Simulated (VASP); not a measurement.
Write the native input for VASP 6.6.1 that does the following.

| Property | Result |
| --- | --- |
| Task | single point |
| Functional | PBE |
| Potentials or basis | VASP PAW PBE potentials, release 64 (Pt) |
| Cutoff | 400 eV |
| k mesh | 7 × 7 × 1 |
| Occupations | methfessel-paxton, width 0.1 eV |
| Spin | no spin polarisation |
| Dipole correction | yes |
| Further INCAR settings | ALGO = Normal; EDIFF = 1e-06; NBANDS = 17; NELMDL = -8 |

The structure of Pt lies in POSCAR:

```
Pt
1.0
    2.7731313745      0.0000000000      0.0000000000
    1.3865656872      2.4016022183      0.0000000000
    0.0000000000      0.0000000000     15.2642522857
Pt
2
Direct
    0.0000000000      0.0000000000      0.4258315362
    0.3333333333      0.3333333333      0.5741684638
```

One way to write it, as run:

INCAR

```
SYSTEM = Pt
ALGO = Normal
DIPOL = 0.5 0.5 0.500
EDIFF = 1E-6
ENCUT = 400
GGA = PE
GGA_COMPAT = .False.
IDIPOL = 3
ISIF = 2
ISMEAR = 1
LASPH = .True.
LCHARG = .False.
LDIPOL = .True.
LREAL = .False.
LWAVE = .False.
NBANDS = 17
NELM = 120
NELMDL = -8
PREC = Accurate
SIGMA = 0.1
```

KPOINTS

```
k-points
0
Gamma
  7 7 1
  0 0 0
```

Potentials or basis: VASP PAW PBE potentials, release 64 (Pt).

Run with:

```console
$ cat potpaw_PBE.64/Pt/POTCAR > POTCAR
$ mpirun -np 1 vasp_std > vasp.out
```

Results of the run:

```json
{
  "Largest force": "0.751 eV/Å",
  "Band gap on the k mesh": "zero (band 10 reaches -0.37 eV, above the bottom of band 11 at -1.09 eV)"
}
```

Caveat: the k points lie up to 0.37 Å⁻¹ apart; spin-orbit coupling is left out, which moves the levels of the heavy elements.

It took 12 s on 1 thread of AMD EPYC 9R45 (Zen 5), with other jobs on the host, peak memory 0.13 GiB.
